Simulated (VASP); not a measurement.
# Pb (Fm-3m) in VASP: single point with LDA

Aim: the single point of Pb with LDA.

Everything below comes from runs of VASP 6.6.1. Logs are shortened: lines on timing, memory, paths and dates and some standing lists are left out, and cuts for length are marked.

### Step 1. The cell of the first run

Symmetry: Fm-3m, No. 225, cubic system. Conventional cell: a = 6.462 Å, b = 6.462 Å, c = 6.462 Å, α = 90.00°, β = 90.00°, γ = 90.00°.

### Step 2. Single point, LDA

The input, INCAR:

```
SYSTEM = Pb
PREC = Accurate
ENCUT = 520
EDIFF = 1E-6
ISMEAR = -1
SIGMA = 0.15
LREAL = .FALSE.
LASPH = .TRUE.
NELM = 60
ALGO = Normal
ISIF = 2
LWAVE = .FALSE.
LCHARG = .FALSE.
GGA = CA
NBANDS = 13
```

The input, KPOINTS:

```
regular mesh
0
G
  6 6 6
  0 0 0
```

The input, POSCAR:

```
Pb
1.0
    0.0000000000      3.2310000000      3.2310000000
    3.2310000000      0.0000000000      3.2310000000
    3.2310000000      3.2310000000      0.0000000000
Pb
1
Direct
    0.0000000000      0.0000000000      0.0000000000
```

Potentials or basis: VASP PAW LDA potentials, release 64 (Pb_d).

The run is started by

```
cat potpaw_LDA.64/Pb_d/POTCAR > POTCAR
mpirun -np 1 vasp_std > vasp.out
```

OUTCAR:

```text
SYSTEM = Pb
   PREC = Accurate
   ENCUT = 520
   EDIFF = 1E-6
   ISMEAR = -1
   LREAL = .FALSE.
   LASPH = .TRUE.
   NELM = 60
   ISIF = 2
   GGA = CA

 ion  position               nearest neighbor table
   1  0.000  0.000  0.000-

  LATTYP: Found a face centered cubic cell.
 ALAT       =     6.4620000000

  Lattice vectors:

 A1 = (   0.0000000000,   3.2310000000,   3.2310000000)
 A2 = (   3.2310000000,   0.0000000000,   3.2310000000)
 A3 = (   3.2310000000,   3.2310000000,   0.0000000000)

Analysis of symmetry for initial positions (statically):
=====================================================================
 Subroutine PRICEL returns:
 Original cell was already a primitive cell.

 Routine SETGRP: Setting up the symmetry group for a
 face centered cubic supercell.

 Subroutine GETGRP returns: Found 48 space group operations
 (whereof 48 operations were pure point group operations)
 out of a pool of 48 trial point group operations.

The static configuration has the point symmetry O_h .

Analysis of symmetry for dynamics (positions and initial velocities):
=====================================================================
 Subroutine PRICEL returns:
 Original cell was already a primitive cell.

 Routine SETGRP: Setting up the symmetry group for a
 face centered cubic supercell.

 Subroutine GETGRP returns: Found 48 space group operations
 (whereof 48 operations were pure point group operations)
 out of a pool of 48 trial point group operations.

The dynamic configuration has the point symmetry O_h .

 Subroutine INISYM returns: Found 48 space group operations
 (whereof 48 operations are pure point group operations),
 and found     1 'primitive' translations

----------------------------------------------------------------------------------------

                                     Primitive cell

  volume of cell :      67.4592

  direct lattice vectors                    reciprocal lattice vectors
     0.000000000  3.231000000  3.231000000    -0.154750851  0.154750851  0.154750851
     3.231000000  0.000000000  3.231000000     0.154750851 -0.154750851  0.154750851
     3.231000000  3.231000000  0.000000000     0.154750851  0.154750851 -0.154750851

  length of vectors
     4.569324020  4.569324020  4.569324020     0.268036337  0.268036337  0.268036337

  position of ions in fractional coordinates (direct lattice)
     0.000000000  0.000000000  0.000000000

  ion indices of the primitive-cell ions
   primitive index   ion index
                 1           1

----------------------------------------------------------------------------------------

 KPOINTS: regular mesh

Automatic generation of k-mesh.
 Grid dimensions read from file:
 generate k-points for:    6    6    6

 Generating k-lattice:

  Cartesian coordinates                     Fractional coordinates (reciprocal lattice)
    -0.025791809  0.025791809  0.025791809     0.166666667  0.000000000  0.000000000
     0.025791809 -0.025791809  0.025791809     0.000000000  0.166666667  0.000000000
     0.025791809  0.025791809 -0.025791809     0.000000000  0.000000000  0.166666667

  Length of vectors
     0.044672723  0.044672723  0.044672723

  Shift w.r.t. Gamma in fractional coordinates (k-lattice)
     0.000000000  0.000000000  0.000000000

 Subroutine IBZKPT returns following result:
 ===========================================

 Found     16 irreducible k-points:

 Following reciprocal coordinates:
            Coordinates               Weight
  0.000000  0.000000  0.000000      1.000000
  0.166667  0.000000  0.000000      8.000000
  0.333333  0.000000  0.000000      8.000000
  0.500000  0.000000  0.000000      4.000000
  0.166667  0.166667  0.000000      6.000000
  0.333333  0.166667  0.000000     24.000000
[... 8 lines left out ...]
 -0.333333  0.333333  0.166667     24.000000
 -0.333333  0.500000  0.166667     12.000000
   k-points           NKPTS =     16   k-points in BZ     NKDIM =     16   number of bands    NBANDS=     13
   number of dos      NEDOS =    301   number of ions     NIONS =      1
   total plane-waves  NPLWV =  46656
   dimension x,y,z NGX =    36 NGY =   36 NGZ =   36
   dimension x,y,z NGXF=    72 NGYF=   72 NGZF=   72
   ions per type =               1
   NGX,Y,Z   is equivalent  to a cutoff of  13.10, 13.10, 13.10 a.u.
   NGXF,Y,Z  is equivalent  to a cutoff of  26.20, 26.20, 26.20 a.u.
 SYSTEM =  Pb
   PREC   = accura    normal or accurate (medium, high low for compatibility)
   ISTART =      0    job   : 0-new  1-cont  2-samecut
   ICHARG =      2    charge: 1-file 2-atom 10-const
   ISPIN  =      1    spin polarized calculation?
   LNONCOLLINEAR =      F non collinear calculations
   LSORBIT =      F    spin-orbit coupling
   LASPH  =      T    aspherical Exc in radial PAW
   ENCUT  =  520.0 eV  38.22 Ry    6.18 a.u.   8.50  8.50  8.50*2*pi/ulx,y,z
   NELM   =     60;   NELMIN=  2; NELMDL= -5     # of ELM steps
   EDIFF  = 0.1E-05   stopping-criterion for ELM
   LREAL  =      F    real-space projection
   EDIFFG = 0.1E-04   stopping-criterion for IOM
   NSW    =      0    number of steps for IOM
   IBRION =     -1    ionic relax: 0-MD 1-quasi-New 2-CG
   NFREE  =      0    steps in history (QN), initial steepest desc. (CG)
   ISIF   =      2    stress and relaxation
   ISYM   =      2    0-nonsym 1-usesym 2-fastsym
   POTIM  = 0.5000    time-step for ionic-motion
   TEBEG  =    0.0;   TEEND  =   0.0 temperature during run
   PSTRESS=    0.0 pullay stress
   NELECT =      14.0000    total number of electrons
   NUPDOWN=      -1.0000    fix difference up-down
   EMIN   =  10.00;   EMAX   =-10.00  energy-range for DOS
   EFERMI =   0.00;   METHOD = LEGACY
   ISMEAR =    -1;   SIGMA  =   0.15  broadening in eV -4-tet -1-fermi 0-gaus
   EFERMI_NEDOS =   21; number of points for ismear=-14 and -15
   IALGO  =     38    algorithm
   IMIX   =      4    mixing-type and parameters
     AMIX     =   0.40;   BMIX     =  1.00
     AMIX_MAG =   1.60;   BMIX_MAG =  1.00
  volume/ion in A,a.u.               =      67.46       455.24
  Fermi-wavevector in a.u.,A,eV,Ry     =   0.969253  1.831623 12.782016  0.939452
  Thomas-Fermi vector in A             =   2.099290
   LORBIT       =      0    0 simple, 1 ext, 2 COOP (PROOUT), +10 PAW based schemes
   GGA     = CA    functional components
   LHFCALC =     F    Hartree Fock is set to
   AEXX    =    0.0000 exact exchange contribution
   IVDW    =     0    specifies the selected vdW correction
   LEPSILON=     F    determine dielectric tensor
   LRPA    =     F    only Hartree local field effects (RPA)
 non-spin polarized calculation
  energy-cutoff  :      520.00
  volume of cell :       67.46
 maximum number of plane-waves:      1853
 NGX is ok and might be reduce to    36
   NGX = 17   NGY = 17   NGZ = 17

 number of electron      14.0000002 magnetization

 Free energy of the ion-electron system (eV)
  ---------------------------------------------------
  ext. energy  EPLUGINS =         0.00000000
  ---------------------------------------------------
  free energy    TOTEN  =        -2.67291814 eV

  energy without entropy =       -2.59721854  energy(sigma->0) =       -2.63506834

 E-fermi :   0.8920     XC(G=0):  -7.1855

 val. band max:        0.5661886106   @ k =   0.3333   0.1667   0.0000
 cond. band min:       0.9306393695   @ k =  -0.1667   0.1667   0.0000
 fundamental gap:      0.3644507588
 Fermi energy:         0.8919617893

 k-point     1 :       0.0000    0.0000    0.0000
  band No.  band energies     occupation
      1     -16.3655      2.00000
      2     -16.3655      2.00000
      3     -16.3655      2.00000
      4     -16.3576      2.00000
      5     -16.3576      2.00000
      6      -7.8975      2.00000
      7       3.5513      0.00000
      8       3.5513      0.00000
      9       3.5513      0.00000
     10       4.9984      0.00000
     11       9.0941      0.00000
     12       9.0941      0.00000
     13       9.0941      0.00000

 k-point     2 :       0.1667    0.0000    0.0000
  band No.  band energies     occupation
      1     -16.3646      2.00000
      2     -16.3635      2.00000
      3     -16.3635      2.00000
      4     -16.3567      2.00000
      5     -16.3567      2.00000
      6      -7.7442      2.00000
      7       1.8444      0.00349
      8       3.3942      0.00000
      9       3.3942      0.00000
     10       6.1625      0.00000
     11       8.3956      0.00000
     12       9.3553      0.00000
     13       9.3553      0.00000

 k-point     3 :       0.3333    0.0000    0.0000
  band No.  band energies     occupation
      1     -16.3638      2.00000
      2     -16.3638      2.00000
      3     -16.3630      2.00000
      4     -16.3510      2.00000
      5     -16.3510      2.00000
      6      -7.3907      2.00000
      7       0.0604      1.99220
      8       3.1235      0.00000
      9       3.1235      0.00000
     10       6.0532      0.00000
     11       8.8582      0.00000
     12       8.8582      0.00000
     13       9.1911      0.00000

 k-point     4 :       0.5000    0.0000    0.0000
  band No.  band energies     occupation
      1     -16.3646      2.00000
      2     -16.3646      2.00000
      3     -16.3621      2.00000
      4     -16.3473      2.00000
      5     -16.3473      2.00000
      6      -7.1816      2.00000
      7      -0.6567      1.99993
      8       3.0042      0.00000
      9       3.0042      0.00000
     10       5.8826      0.00000
     11       8.5475      0.00000
     12       8.5475      0.00000
     13       8.8104      0.00000

 k-point     5 :       0.1667    0.1667    0.0000
  band No.  band energies     occupation
      1     -16.3675      2.00000
      2     -16.3603      2.00000
      3     -16.3603      2.00000
      4     -16.3596      2.00000
      5     -16.3554      2.00000
      6      -7.6930      2.00000
      7       1.8970      0.00246
      8       3.0124      0.00000
      9       3.0124      0.00000
     10       6.8213      0.00000
     11       7.4053      0.00000
     12       8.9784      0.00000
     13      10.0457      0.00000
[... 129 lines left out ...]
 k-point    14 :       0.5000    0.3333    0.1667
  band No.  band energies     occupation
      1     -16.3651      2.00000
      2     -16.3628      2.00000
      3     -16.3569      2.00000
      4     -16.3501      2.00000
      5     -16.3492      2.00000
      6      -7.1435      2.00000
      7       0.1693      1.98396
      8       1.4367      0.05158
      9       2.3518      0.00012
     10       6.9225      0.00000
     11       7.7747      0.00000
     12       8.4028      0.00000
     13      11.2648      0.00000

 k-point    15 :      -0.3333    0.3333    0.1667
  band No.  band energies     occupation
      1     -16.3638      2.00000
      2     -16.3604      2.00000
      3     -16.3549      2.00000
      4     -16.3539      2.00000
      5     -16.3468      2.00000
      6      -6.9993      2.00000
      7       0.0278      1.99373
      8       0.9663      0.75731
      9       2.0328      0.00099
     10       7.0121      0.00000
     11       7.9266      0.00000
     12       9.6585      0.00000
     13      10.1505      0.00000

 k-point    16 :      -0.3333    0.5000    0.1667
  band No.  band energies     occupation
      1     -16.3664      2.00000
      2     -16.3633      2.00000
      3     -16.3519      2.00000
      4     -16.3516      2.00000
      5     -16.3446      2.00000
      6      -6.9349      2.00000
      7       0.0858      1.99077
      8       1.0899      0.42178
      9       1.5028      0.03350
     10       6.3508      0.00000
     11       7.4877      0.00000
     12      10.0969      0.00000
     13      10.5642      0.00000

------------------------ aborting loop because EDIFF is reached ----------------------------------------

  FORCE on cell =-STRESS in cart. coord.  units (eV):
  Direction    XX          YY          ZZ          XY          YZ          ZX
  --------------------------------------------------------------------------------------
  -------------------------------------------------------------------------------------
  Total       -2.5527685     -2.5527685     -2.5527685      0.0000000      0.0000000     -0.0000000
  in kB      -60.6291040    -60.6291040    -60.6291040      0.0000000      0.0000000     -0.0000000
  external PRESSURE =     -60.6291040 kB  Pullay stress =       0.0000000 kB

 VOLUME and BASIS-vectors are now :
 -----------------------------------------------------------------------------
  energy-cutoff  :      520.00
  volume of cell :       67.46
      direct lattice vectors                 reciprocal lattice vectors
     0.000000000  3.231000000  3.231000000    -0.154750851  0.154750851  0.154750851
     3.231000000  0.000000000  3.231000000     0.154750851 -0.154750851  0.154750851
     3.231000000  3.231000000  0.000000000     0.154750851  0.154750851 -0.154750851

 POSITION                                       TOTAL-FORCE (eV/Angst)
 -----------------------------------------------------------------------------------
      0.00000      0.00000      0.00000         0.000000      0.000000      0.000000
 -----------------------------------------------------------------------------------
    total drift:                               -0.000000     -0.000000     -0.000000

  FREE ENERGIE OF THE ION-ELECTRON SYSTEM (eV)
  ---------------------------------------------------
  free  energy   TOTEN  =        -2.6729181431 eV

  energy  without entropy=       -2.5972185381  energy(sigma->0) =       -2.63506834
```

Wall time 8.9 s (1 thread of AMD EPYC 9R45 (Zen 5), shared host); peak memory 0.14 GiB.

Results:

| Property | Result |
| --- | --- |
| Free energy | -2.6729 eV |
| Pressure | -6.1 GPa |
| Band gap on the k mesh | zero (band 7 reaches 3.55 eV, above the bottom of band 8 at 0.45 eV) |

Caveat: spin-orbit coupling is left out, which moves the levels of the heavy elements.
